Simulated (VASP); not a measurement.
# Cu (P2/m) in VASP: relaxation of cell and atoms with PBEsol

Aim: the relaxation of cell and atoms of Cu with PBEsol.

Everything below comes from runs of VASP 6.6.1. Logs are shortened: lines on timing, memory, paths and dates and some standing lists are left out, and cuts for length are marked.

### Step 1. The cell of the first run

It takes space group P2/m (No. 10, monoclinic). The conventional cell has a = 11.570 Å, b = 2.238 Å, c = 22.224 Å, α = 90.00°, β = 101.93°, γ = 90.00°. Within 3.0 Å of Cu (site symmetry 2/m) lie 2 Cu at 2.24 Å.

### Step 2. Relaxation of cell and atoms, PBEsol

The input, INCAR:

```
  ALGO = Normal
  EDIFF = 1E-7
  EDIFFG = -0.005
  ENCUT = 600
  GGA = PS
  GGA_COMPAT = F
  IBRION = 2
  ISIF = 3
  ISMEAR = -1
  LASPH = T
  LCHARG = F
  LREAL = F
  LWAVE = F
  NELM = 120
  NELMIN = 4
  NSW = 80
  PREC = Accurate
  SIGMA = 0.1
```

The input, KPOINTS:

```
k-points
0
Gamma
  3 13 2
```

The input, POSCAR:

```
Cu
1.0
   11.5702540000      0.0000000000      0.0000000000
    0.0000000000      2.2382120000      0.0000000000
   -4.5956240000      0.0000000000     21.7433880000
Cu
1
Direct
    0.5000000000      0.5000000000      0.5000000000
```

Potentials or basis: VASP PAW PBE potentials, release 64 (Cu).

Launch:

```sh
> cat potpaw_PBE.64/Cu/POTCAR > POTCAR
> mpirun -np 1 vasp_std > vasp.out
```

OUTCAR:

```text
EDIFF = 1E-7
   EDIFFG = -0.005
   ENCUT = 600
   GGA = PS
   IBRION = 2
   ISIF = 3
   ISMEAR = -1
   LASPH = T
   LREAL = F
   NELM = 120
   NELMIN = 4
   NSW = 80
   PREC = Accurate

 ion  position               nearest neighbor table
   1  0.500  0.500  0.500-

  LATTYP: Found a simple monoclinic cell.
 ALAT       =    11.5702540000
 B/A-ratio  =     0.1934453643
 C/A-ratio  =     1.9207652137
 COS(beta)  =    -0.2067889433

  Lattice vectors:

 A1 = (  11.5702540000,   0.0000000000,   0.0000000000)
 A2 = (   0.0000000000,   2.2382120000,   0.0000000000)
 A3 = (  -4.5956240000,   0.0000000000,  21.7433880000)

Analysis of symmetry for initial positions (statically):
=====================================================================
 Subroutine PRICEL returns:
 Original cell was already a primitive cell.

 Routine SETGRP: Setting up the symmetry group for a
 simple monoclinic supercell.

 Subroutine GETGRP returns: Found  4 space group operations
 (whereof  4 operations were pure point group operations)
 out of a pool of  4 trial point group operations.

The static configuration has the point symmetry C_2h.

Analysis of symmetry for dynamics (positions and initial velocities):
=====================================================================
 Subroutine PRICEL returns:
 Original cell was already a primitive cell.

 Routine SETGRP: Setting up the symmetry group for a
 simple monoclinic supercell.

 Subroutine GETGRP returns: Found  4 space group operations
 (whereof  4 operations were pure point group operations)
 out of a pool of  4 trial point group operations.

The dynamic configuration has the point symmetry C_2h.

 Subroutine INISYM returns: Found  4 space group operations
 (whereof  4 operations are pure point group operations),
 and found     1 'primitive' translations

----------------------------------------------------------------------------------------

                                     Primitive cell

  volume of cell :     563.0816

  direct lattice vectors                    reciprocal lattice vectors
    11.570254000  0.000000000  0.000000000     0.086428526  0.000000000  0.018267301
     0.000000000  2.238212000  0.000000000     0.000000000  0.446785202  0.000000000
    -4.595624000  0.000000000 21.743388000     0.000000000  0.000000000  0.045990993

  length of vectors
    11.570254000  2.238212000 22.223741397     0.088337899  0.446785202  0.045990993

  position of ions in fractional coordinates (direct lattice)
     0.500000000  0.500000000  0.500000000

  ion indices of the primitive-cell ions
   primitive index   ion index
                 1           1

----------------------------------------------------------------------------------------

 KPOINTS: k-points

Automatic generation of k-mesh.
 Grid dimensions read from file:
 generate k-points for:    3   13    2

 Generating k-lattice:

  Cartesian coordinates                     Fractional coordinates (reciprocal lattice)
     0.028809509  0.000000000  0.006089100     0.333333333  0.000000000  0.000000000
     0.000000000  0.034368092  0.000000000     0.000000000  0.076923077  0.000000000
     0.000000000  0.000000000  0.022995496     0.000000000  0.000000000  0.500000000

  Length of vectors
     0.029445966  0.034368092  0.022995496

  Shift w.r.t. Gamma in fractional coordinates (k-lattice)
     0.000000000  0.000000000  0.000000000

 Subroutine IBZKPT returns following result:
 ===========================================

 Found     28 irreducible k-points:

 Following reciprocal coordinates:
            Coordinates               Weight
  0.000000  0.000000  0.000000      1.000000
  0.333333  0.000000  0.000000      2.000000
  0.000000  0.076923  0.000000      2.000000
  0.333333  0.076923  0.000000      4.000000
  0.000000  0.153846  0.000000      2.000000
  0.333333  0.153846  0.000000      4.000000
[... 16 lines left out ...]
  0.000000  0.307692  0.500000      2.000000
  0.333333  0.307692  0.500000      4.000000
 [... further k-points ...]
   k-points           NKPTS =     28   k-points in BZ     NKDIM =     28   number of bands    NBANDS=      9
   number of dos      NEDOS =    301   number of ions     NIONS =      1
   total plane-waves  NPLWV = 311040
   dimension x,y,z NGX =    96 NGY =   18 NGZ =  180
   dimension x,y,z NGXF=   192 NGYF=   36 NGZF=  360
   ions per type =               1
   NGX,Y,Z   is equivalent  to a cutoff of  13.79, 13.37, 13.47 a.u.
   NGXF,Y,Z  is equivalent  to a cutoff of  27.59, 26.74, 26.93 a.u.
 SYSTEM =  unknown system
   PREC   = accura    normal or accurate (medium, high low for compatibility)
   ISTART =      0    job   : 0-new  1-cont  2-samecut
   ICHARG =      2    charge: 1-file 2-atom 10-const
   ISPIN  =      1    spin polarized calculation?
   LNONCOLLINEAR =      F non collinear calculations
   LSORBIT =      F    spin-orbit coupling
   LASPH  =      T    aspherical Exc in radial PAW
   ENCUT  =  600.0 eV  44.10 Ry    6.64 a.u.  23.11  4.47 44.39*2*pi/ulx,y,z
   NELM   =    120;   NELMIN=  4; NELMDL= -5     # of ELM steps
   EDIFF  = 0.1E-06   stopping-criterion for ELM
   LREAL  =      F    real-space projection
   EDIFFG = -.5E-02   stopping-criterion for IOM
   NSW    =     80    number of steps for IOM
   IBRION =      2    ionic relax: 0-MD 1-quasi-New 2-CG
   NFREE  =      1    steps in history (QN), initial steepest desc. (CG)
   ISIF   =      3    stress and relaxation
   ISYM   =      2    0-nonsym 1-usesym 2-fastsym
   POTIM  = 0.5000    time-step for ionic-motion
   TEBEG  =    0.0;   TEEND  =   0.0 temperature during run
   PSTRESS=    0.0 pullay stress
   NELECT =      11.0000    total number of electrons
   NUPDOWN=      -1.0000    fix difference up-down
   EMIN   =  10.00;   EMAX   =-10.00  energy-range for DOS
   EFERMI =   0.00;   METHOD = LEGACY
   ISMEAR =    -1;   SIGMA  =   0.10  broadening in eV -4-tet -1-fermi 0-gaus
   EFERMI_NEDOS =   21; number of points for ismear=-14 and -15
   IALGO  =     38    algorithm
   IMIX   =      4    mixing-type and parameters
     AMIX     =   0.40;   BMIX     =  1.00
     AMIX_MAG =   1.60;   BMIX_MAG =  1.00
  volume/ion in A,a.u.               =     563.08      3799.86
  Fermi-wavevector in a.u.,A,eV,Ry     =   0.440909  0.833197  2.644978  0.194400
  Thomas-Fermi vector in A             =   1.415886
   LORBIT       =      0    0 simple, 1 ext, 2 COOP (PROOUT), +10 PAW based schemes
   GGA     = PS    functional components
   LHFCALC =     F    Hartree Fock is set to
   AEXX    =    0.0000 exact exchange contribution
   IVDW    =     0    specifies the selected vdW correction
   LEPSILON=     F    determine dielectric tensor
   LRPA    =     F    only Hartree local field effects (RPA)
 conjugate gradient relaxation of ions
 non-spin polarized calculation
  energy-cutoff  :      600.00
  volume of cell :      563.08
 maximum number of plane-waves:     18936
 NGX is ok and might be reduce to    96
   NGX = 47   NGY =  9   NGZ = 89

--------------------------------------- Ionic step        1  -------------------------------------------

 number of electron      10.9999999 magnetization

 Free energy of the ion-electron system (eV)
  ---------------------------------------------------
  ext. energy  EPLUGINS =         0.00000000
  ---------------------------------------------------
  free energy    TOTEN  =        -1.96970142 eV

  energy without entropy =       -1.93711842  energy(sigma->0) =       -1.95340992

------------------------ aborting loop because EDIFF is reached ----------------------------------------

  FORCE on cell =-STRESS in cart. coord.  units (eV):
  Direction    XX          YY          ZZ          XY          YZ          ZX
  --------------------------------------------------------------------------------------
  -------------------------------------------------------------------------------------
  Total       -0.0044233      0.3069300     -0.0017923      0.0000000      0.0000000      0.0000574
  in kB       -0.0125858      0.8733303     -0.0050999      0.0000000      0.0000000      0.0001634
  external PRESSURE =       0.2852149 kB  Pullay stress =       0.0000000 kB
[... 55 lines left out ...]
  energy  without entropy=       -1.9369048402  energy(sigma->0) =       -1.95372780

--------------------------------------- Ionic step        3  -------------------------------------------

 number of electron      10.9999993 magnetization

 Free energy of the ion-electron system (eV)
  ---------------------------------------------------
  ext. energy  EPLUGINS =         0.00000000
  ---------------------------------------------------
  free energy    TOTEN  =        -1.97107394 eV

  energy without entropy =       -1.93784325  energy(sigma->0) =       -1.95445859

 E-fermi :  -4.9355     XC(G=0):  -0.7494

 val. band max:       -5.1313611190   @ k =   0.3333   0.0000   0.5000
 cond. band min:      -4.4946192761   @ k =   0.0000   0.3077   0.0000
 fundamental gap:      0.6367418429
 Fermi energy:        -4.9354626139

 k-point     1 :       0.0000    0.0000    0.0000
  band No.  band energies     occupation
      1      -8.5465      2.00000
      2      -6.1822      1.99999
      3      -5.9763      1.99994
      4      -5.9763      1.99994
      5      -5.1314      1.75285
      6      -5.1314      1.75285
      7      -2.1005      0.00000
      8      -2.0934      0.00000
      9       0.0108      0.00000
[... 265 lines left out ...]
 k-point    24 :       0.3333    0.3077    0.5000
  band No.  band energies     occupation
      1      -6.4624      2.00000
      2      -6.4624      2.00000
      3      -5.9276      1.99990
      4      -5.7002      1.99905
      5      -5.7002      1.99905
      6      -4.4946      0.02405
      7       1.1503      0.00000
      8       1.1575      0.00000
      9       2.9561      0.00000

 [... further k-points ...]

------------------------ aborting loop because EDIFF is reached ----------------------------------------

  FORCE on cell =-STRESS in cart. coord.  units (eV):
  Direction    XX          YY          ZZ          XY          YZ          ZX
  --------------------------------------------------------------------------------------
  -------------------------------------------------------------------------------------
  Total       -0.0027004      0.0002464      0.0001107      0.0000000      0.0000000      0.0001284
  in kB       -0.0076159      0.0006950      0.0003121      0.0000000      0.0000000      0.0003622
  external PRESSURE =      -0.0022029 kB  Pullay stress =       0.0000000 kB
[... 16 lines left out ...]
  FREE ENERGIE OF THE ION-ELECTRON SYSTEM (eV)
  ---------------------------------------------------
  free  energy   TOTEN  =        -1.9710739404 eV

  energy  without entropy=       -1.9378432482  energy(sigma->0) =       -1.95445859

 reached required accuracy - stopping structural energy minimisation
```

Wall time 5.6 min (1 thread of AMD EPYC 9R45 (Zen 5), shared host); peak memory 0.76 GiB.

Results:

```yaml
Free_energy: -1.9711 eV
Relaxed_cell: a = 11.569 Å, b = 2.259 Å, c = 22.222 Å, α = 90.00°, β = 101.93°, γ = 90.00°
Space_group_after_relaxing_to_0.1_Å: P2/m (No. 10)
Energy_gained_by_relaxing: 1.4 meV/atom
Ionic_steps: 3
Pressure_after_relaxing: 0.0 GPa
Band_gap_on_the_k_mesh: zero (an odd number of electrons rules out a gap without spin polarisation)
```

The path:
```
step  energy change (eV)  largest force (eV/Å)  pressure (GPa)  volume (Å³)
   1              0.0000                0.0000            0.03       563.08
   2             -0.0008                0.0000           -0.02       571.25
   3             -0.0014                0.0000            0.00       568.09
```

Final structure:
```yaml
crystal:
  lattice:
    - [11.56874, 0.00000, 0.00002]
    - [0.00000, 2.25852, 0.00000]
    - [-4.59499, 0.00000, 21.74223]
  atoms:
    - { symbol: Cu, position: [0.50000, 0.50000, 0.50000] }
```

Levels at points of the mesh, in eV from the Fermi level:
```csv
k point,band 4,band 5,band 6,band 7,band 8,band 9
"(0.00, 0.00, 0.00)",-1.04,-0.20,-0.20,2.83,2.84,4.95
"(0.00, 0.00, 0.50)",-1.04,-0.20,-0.20,2.83,2.84,4.97
```

Caveat: the PAW data sets were made with another functional, which shifts forces and pressure a little.
